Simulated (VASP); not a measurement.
# Al3BSb2 (Cmc2_1) in VASP: single point with PBE

Aim: the single point of Al3BSb2 with PBE.

Program: VASP 6.6.1. These are calculated values, not measurements. Logs are shortened: lines on timing, memory, paths and dates and some standing lists are left out, and cuts for length are marked.

## (1) The cell of the first run

Symmetry: Cmc2_1, No. 36, orthorhombic system. The conventional cell has a = 12.373 Å, b = 7.184 Å, c = 6.385 Å, α = 90.00°, β = 90.00°, γ = 90.00°. Al (site symmetry 1) has 1 B at 2.07 Å within 2.7 Å. Within 2.8 Å of Al (site symmetry m) lie 2 B at 2.08 to 2.10 Å and 2 Sb at 2.79 Å. B (site symmetry m) has 4 Al at 2.07 to 2.10 Å within 2.7 Å. Sb (site symmetry 1) has 4 Al at 2.72 to 2.79 Å within 3.6 Å.

## (2) Single point, PBE

The input, INCAR:

```
SYSTEM = Al3BSb2
PREC     = Accurate       ! precision mode
ENCUT    = 520            ! plane-wave cutoff, eV
EDIFF    = 1E-7           ! SCF threshold, eV
ISMEAR   = 0              ! smearing method
SIGMA    = 0.2            ! smearing width, eV
LREAL    = .FALSE.        ! projectors in reciprocal space
LASPH    = .TRUE.         ! aspherical terms in the spheres
NELM     = 60             ! most SCF steps
ALGO     = Normal         ! electronic algorithm
ISIF     = 2              ! what is computed and relaxed
LWAVE    = .FALSE.        ! write WAVECAR
LCHARG   = .FALSE.        ! write CHGCAR
GGA      = PE             ! functional
NBANDS   = 34             ! bands
```

The input, KPOINTS:

```
regular mesh
0
G
  3 3 3
  0 0 0
```

The input, POSCAR:

```
Al3BSb2
1.0
    6.1863796945     -3.5921397879      0.0000000000
    6.1863796945      3.5921397879      0.0000000000
    0.0000000000      0.0000000000      6.3851761480
Al B Sb
6 2 4
Direct
    0.4168918608      0.8581526301      0.4211213853
    0.1418473699      0.5831081392      0.4211213853
    0.8836799821      0.1163200179      0.3265013289
    0.8581526301      0.4168918608      0.9211213853
    0.5831081392      0.1418473699      0.9211213853
    0.1163200179      0.8836799821      0.8265013289
    0.1309088892      0.8690911108      0.5007112726
    0.8690911108      0.1309088892      1.0007112726
    0.5076294690      0.8099120177     -0.0047276861
    0.1900879823      0.4923705310     -0.0047276861
    0.4923705310      0.1900879823      0.4952723139
    0.8099120177      0.5076294690      0.4952723139
```

Potentials or basis: VASP PAW PBE potentials, release 64 (Al, B, Sb).

Launch:

```bash
> cat potpaw_PBE.64/Al/POTCAR potpaw_PBE.64/B/POTCAR potpaw_PBE.64/Sb/POTCAR > POTCAR
> mpirun -np 1 vasp_std > vasp.out
```

OUTCAR:

```text
SYSTEM = Al3BSb2
   PREC = Accurate
   ENCUT = 520
   EDIFF = 1E-7
   ISMEAR = 0
   LREAL = .FALSE.
   LASPH = .TRUE.
   NELM = 60
   ISIF = 2
   GGA = PE

 ion  position               nearest neighbor table
   1  0.417  0.858  0.421-   7 2.07  11 2.72  12 2.73   9 2.78   6 3.31
   2  0.142  0.583  0.421-   7 2.07  12 2.72  11 2.73  10 2.78   6 3.31
   3  0.884  0.116  0.327-   8 2.08   7 2.10  11 2.79  12 2.79   4 3.31   5 3.31
   4  0.858  0.417  0.921-   8 2.07  10 2.72   9 2.73  12 2.78   3 3.31
   5  0.583  0.142  0.921-   8 2.07   9 2.72  10 2.73  11 2.78   3 3.31
   6  0.116  0.884  0.827-   7 2.08   8 2.10   9 2.79  10 2.79   1 3.31   2 3.31
   7  0.131  0.869  0.501-   1 2.07   2 2.07   6 2.08   3 2.10
   8  0.869  0.131  0.001-   4 2.07   5 2.07   3 2.08   6 2.10
   9  0.508  0.810  0.995-   5 2.72   4 2.73   1 2.78   6 2.79
  10  0.190  0.492  0.995-   4 2.72   5 2.73   2 2.78   6 2.79
  11  0.492  0.190  0.495-   1 2.72   2 2.73   5 2.78   3 2.79
  12  0.810  0.508  0.495-   2 2.72   1 2.73   4 2.78   3 2.79

  LATTYP: Found a base centered orthorhombic cell.
 ALAT       =     7.1842795758
 B/A-ratio  =     1.7221990401
 C/A-ratio  =     0.8887705553

  Lattice vectors:

 A1 = (  -6.1863796945,  -3.5921397879,   0.0000000000)
 A2 = (   6.1863796945,  -3.5921397879,   0.0000000000)
 A3 = (   0.0000000000,   0.0000000000,   6.3851761480)

Analysis of symmetry for initial positions (statically):
=====================================================================
 Subroutine PRICEL returns:
 Original cell was already a primitive cell.

 Routine SETGRP: Setting up the symmetry group for a
 base centered orthorhombic supercell.

 Subroutine GETGRP returns: Found  4 space group operations
 (whereof  2 operations were pure point group operations)
 out of a pool of  8 trial point group operations.

The static configuration has the point symmetry C_1h.
 The point group associated with its full space group is C_2v.

Analysis of symmetry for dynamics (positions and initial velocities):
=====================================================================
 Subroutine PRICEL returns:
 Original cell was already a primitive cell.

 Routine SETGRP: Setting up the symmetry group for a
 base centered orthorhombic supercell.

 Subroutine GETGRP returns: Found  4 space group operations
 (whereof  2 operations were pure point group operations)
 out of a pool of  8 trial point group operations.

The dynamic configuration has the point symmetry C_1h.
 The point group associated with its full space group is C_2v.

 Subroutine INISYM returns: Found  4 space group operations
 (whereof  2 operations are pure point group operations),
 and found     1 'primitive' translations

----------------------------------------------------------------------------------------

                                     Primitive cell

  volume of cell :     283.7871

  direct lattice vectors                    reciprocal lattice vectors
     6.186379695 -3.592139788  0.000000000     0.080822715 -0.139192801  0.000000000
     6.186379695  3.592139788  0.000000000     0.080822715  0.139192801  0.000000000
     0.000000000  0.000000000  6.385176148     0.000000000  0.000000000  0.156612751

  length of vectors
     7.153653750  7.153653750  6.385176148     0.160956352  0.160956352  0.156612751

  position of ions in fractional coordinates (direct lattice)
     0.416891861  0.858152630  0.421121385
     0.141847370  0.583108139  0.421121385
     0.883679982  0.116320018  0.326501329
     0.858152630  0.416891861  0.921121385
     0.583108139  0.141847370  0.921121385
     0.116320018  0.883679982  0.826501329
     0.130908889  0.869091111  0.500711273
     0.869091111  0.130908889  0.000711273
     0.507629469  0.809912018  0.995272314
     0.190087982  0.492370531  0.995272314
     0.492370531  0.190087982  0.495272314
     0.809912018  0.507629469  0.495272314

  ion indices of the primitive-cell ions
   primitive index   ion index
                 1           1
                 2           2
                 3           3
                 4           4
                 5           5
                 6           6
                 7           7
                 8           8
                 9           9
                10          10
                11          11
                12          12

----------------------------------------------------------------------------------------

 KPOINTS: regular mesh

Automatic generation of k-mesh.
 Grid dimensions read from file:
 generate k-points for:    3    3    3

 Generating k-lattice:

  Cartesian coordinates                     Fractional coordinates (reciprocal lattice)
     0.026940905 -0.046397600  0.000000000     0.333333333  0.000000000  0.000000000
     0.026940905  0.046397600  0.000000000     0.000000000  0.333333333  0.000000000
     0.000000000  0.000000000  0.052204250     0.000000000  0.000000000  0.333333333

  Length of vectors
     0.053652117  0.053652117  0.052204250

  Shift w.r.t. Gamma in fractional coordinates (k-lattice)
     0.000000000  0.000000000  0.000000000

 Subroutine IBZKPT returns following result:
 ===========================================

 Found      8 irreducible k-points:

 Following reciprocal coordinates:
            Coordinates               Weight
  0.000000  0.000000  0.000000      1.000000
  0.333333  0.000000  0.000000      4.000000
  0.333333  0.333333  0.000000      2.000000
 -0.333333  0.333333  0.000000      2.000000
  0.000000  0.000000  0.333333      2.000000
  0.333333  0.000000  0.333333      8.000000
  0.333333  0.333333  0.333333      4.000000
 -0.333333  0.333333  0.333333      4.000000
   k-points           NKPTS =      8   k-points in BZ     NKDIM =      8   number of bands    NBANDS=     34
   number of dos      NEDOS =    301   number of ions     NIONS =     12
   total plane-waves  NPLWV = 139968
   dimension x,y,z NGX =    54 NGY =   54 NGZ =   48
   dimension x,y,z NGXF=   108 NGYF=  108 NGZF=   96
   ions per type =               6   2   4
   NGX,Y,Z   is equivalent  to a cutoff of  12.55, 12.55, 12.50 a.u.
   NGXF,Y,Z  is equivalent  to a cutoff of  25.10, 25.10, 24.99 a.u.
 SYSTEM =  Al3BSb2
   PREC   = accura    normal or accurate (medium, high low for compatibility)
   ISTART =      0    job   : 0-new  1-cont  2-samecut
   ICHARG =      2    charge: 1-file 2-atom 10-const
   ISPIN  =      1    spin polarized calculation?
   LNONCOLLINEAR =      F non collinear calculations
   LSORBIT =      F    spin-orbit coupling
   LASPH  =      T    aspherical Exc in radial PAW
   ENCUT  =  520.0 eV  38.22 Ry    6.18 a.u.  13.30 13.30 11.87*2*pi/ulx,y,z
   NELM   =     60;   NELMIN=  2; NELMDL= -5     # of ELM steps
   EDIFF  = 0.1E-06   stopping-criterion for ELM
   LREAL  =      F    real-space projection
   EDIFFG = 0.1E-05   stopping-criterion for IOM
   NSW    =      0    number of steps for IOM
   IBRION =     -1    ionic relax: 0-MD 1-quasi-New 2-CG
   NFREE  =      0    steps in history (QN), initial steepest desc. (CG)
   ISIF   =      2    stress and relaxation
   ISYM   =      2    0-nonsym 1-usesym 2-fastsym
   POTIM  = 0.5000    time-step for ionic-motion
   TEBEG  =    0.0;   TEEND  =   0.0 temperature during run
   PSTRESS=    0.0 pullay stress
   NELECT =      44.0000    total number of electrons
   NUPDOWN=      -1.0000    fix difference up-down
   EMIN   =  10.00;   EMAX   =-10.00  energy-range for DOS
   EFERMI =   0.00;   METHOD = LEGACY
   ISMEAR =     0;   SIGMA  =   0.20  broadening in eV -4-tet -1-fermi 0-gaus
   EFERMI_NEDOS =   21; number of points for ismear=-14 and -15
   IALGO  =     38    algorithm
   IMIX   =      4    mixing-type and parameters
     AMIX     =   0.40;   BMIX     =  1.00
     AMIX_MAG =   1.60;   BMIX_MAG =  1.00
  volume/ion in A,a.u.               =      23.65       159.59
  Fermi-wavevector in a.u.,A,eV,Ry     =   0.879484  1.661985 10.524010  0.773493
  Thomas-Fermi vector in A             =   1.999714
   LORBIT       =      0    0 simple, 1 ext, 2 COOP (PROOUT), +10 PAW based schemes
   GGA     = PE    functional components
   LHFCALC =     F    Hartree Fock is set to
   AEXX    =    0.0000 exact exchange contribution
   IVDW    =     0    specifies the selected vdW correction
   LEPSILON=     F    determine dielectric tensor
   LRPA    =     F    only Hartree local field effects (RPA)
 non-spin polarized calculation
 Gauss-broadening in eV      SIGMA  =   0.20
  energy-cutoff  :      520.00
  volume of cell :      283.79
 maximum number of plane-waves:      7654
 NGX is ok and might be reduce to    54
   NGX = 27   NGY = 27   NGZ = 23

 number of electron      43.9999999 magnetization

 Free energy of the ion-electron system (eV)
  ---------------------------------------------------
  ext. energy  EPLUGINS =         0.00000000
  ---------------------------------------------------
  free energy    TOTEN  =       -49.82641747 eV

  energy without entropy =      -49.64554470  energy(sigma->0) =      -49.73598108

 E-fermi :   4.7160     XC(G=0):  -9.0491

 val. band max:        4.6945189802   @ k =   0.0000   0.0000   0.3333
 cond. band min:       4.7172148045   @ k =  -0.3333   0.3333   0.0000
 fundamental gap:      0.0226958244
 Fermi energy:         4.7159617637

 k-point     1 :       0.0000    0.0000    0.0000
  band No.  band energies     occupation
      1      -5.8240      2.00000
      2      -4.0099      2.00000
      3      -3.9875      2.00000
      4      -3.7355      2.00000
      5      -2.6288      2.00000
      6      -2.2412      2.00000
[... 26 lines left out ...]
     33      10.1582      0.00000
     34      10.3166      0.00000
[... 228 lines left out ...]
      4      -4.0099      2.00000
      5      -3.1556      2.00000
      6      -2.6280      2.00000
[... 26 lines left out ...]
     33       8.8463      0.00000
     34       9.9368      0.00000

------------------------ aborting loop because EDIFF is reached ----------------------------------------

  FORCE on cell =-STRESS in cart. coord.  units (eV):
  Direction    XX          YY          ZZ          XY          YZ          ZX
  --------------------------------------------------------------------------------------
  -------------------------------------------------------------------------------------
  Total        0.4404237      0.9799630      0.8571453      0.0000000      0.0000000      0.0000000
  in kB        2.4865008      5.5325784      4.8391862      0.0000000      0.0000000      0.0000000
  external PRESSURE =       4.2860885 kB  Pullay stress =       0.0000000 kB

 VOLUME and BASIS-vectors are now :
 -----------------------------------------------------------------------------
  energy-cutoff  :      520.00
  volume of cell :      283.79
      direct lattice vectors                 reciprocal lattice vectors
     6.186379695 -3.592139788  0.000000000     0.080822715 -0.139192801  0.000000000
     6.186379695  3.592139788  0.000000000     0.080822715  0.139192801  0.000000000
     0.000000000  0.000000000  6.385176148     0.000000000  0.000000000  0.156612751

 POSITION                                       TOTAL-FORCE (eV/Angst)
 -----------------------------------------------------------------------------------
      7.88791      1.58507      2.68893        -0.014914      0.050610      0.018418
      4.48485      1.58507      2.68893         0.014914      0.050610      0.018418
      6.18638     -2.75646      2.08477        -0.000000     -0.043367     -0.022618
      7.88791     -1.58507      5.88152        -0.014914     -0.050610      0.018418
      4.48485     -1.58507      5.88152         0.014914     -0.050610      0.018418
      6.18638      2.75646      5.27736        -0.000000      0.043367     -0.022618
      6.18638      2.65165      3.19713        -0.000000     -0.023810     -0.007595
      6.18638     -2.65165      0.00454        -0.000000      0.023810     -0.007595
      8.15081      1.08584      6.35499         0.011663      0.048031     -0.003312
      4.22195      1.08584      6.35499        -0.011663      0.048031     -0.003312
      4.22195     -1.08584      3.16240        -0.011663     -0.048031     -0.003312
      8.15081     -1.08584      3.16240         0.011663     -0.048031     -0.003312
 -----------------------------------------------------------------------------------
    total drift:                               -0.000000     -0.000000      0.000392

  FREE ENERGIE OF THE ION-ELECTRON SYSTEM (eV)
  ---------------------------------------------------
  free  energy   TOTEN  =       -49.8264174660 eV

  energy  without entropy=      -49.6455446959  energy(sigma->0) =      -49.73598108
```

Run time: 1.8 min. Hardware: 1 thread of Intel Xeon Platinum 8259CL at 2.50GHz (Skylake/Cascade Lake), shared host; peak memory 0.39 GiB.

Results:

| Quantity | Value |
| --- | --- |
| Free energy | -49.8264 eV |
| Pressure | 0.4 GPa |
| Largest force | 0.056 eV/Å |
| Band gap on the k mesh | zero (band 22 reaches 5.39 eV, above the bottom of band 23 at 4.66 eV) |

Forces in eV/Å, atoms in the order of the input:
```
Al  -0.015  0.051  0.018
Al   0.015  0.051  0.018
Al   0.000 -0.043 -0.023
Al  -0.015 -0.051  0.018
Al   0.015 -0.051  0.018
Al   0.000  0.043 -0.023
B    0.000 -0.024 -0.008
B    0.000  0.024 -0.008
Sb   0.012  0.048 -0.003
Sb  -0.012  0.048 -0.003
Sb  -0.012 -0.048 -0.003
Sb   0.012 -0.048 -0.003
```

Stress tensor (GPa, compression positive):
```
0.25 0.00 0.00
0.00 0.55 0.00
0.00 0.00 0.48
```

Caveat: spin-orbit coupling is left out, which moves the levels of the heavy elements.
